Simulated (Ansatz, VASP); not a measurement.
Two plane-wave programs on Ca

```
CELL_PARAMETERS angstrom
0.00000 4.30013 4.30013
4.30013 0.00000 4.30013
4.30013 4.30013 0.00000
ATOMIC_POSITIONS crystal
Ca 0.87500 0.87500 0.87500
Ca 0.12500 0.12500 0.12500
```

Alike in both runs: functional PBE; k mesh 10 × 10 × 10; occupations fermi-dirac, width 0.08 eV; no spin polarisation.

Ansatz relaxed the structure, and its values are those at the end. VASP's run is a single point on that final structure, the one shown.

```csv
,VASP,Ansatz
version,VASP 6.6.1,Ansatz 0.2.0
potentials or method,"VASP PAW PBE potentials, release 64 (Ca_sv)","PAW with Ansatz's default frozen-core files, scalar-relativistic"
plane-wave cutoff (eV),520,420
valence electrons in the cell,20,20
```

|  | VASP | Ansatz | Ansatz less VASP |
| --- | --- | --- | --- |
| pressure (GPa) | 0.0 | 0.0 | 0.00 |
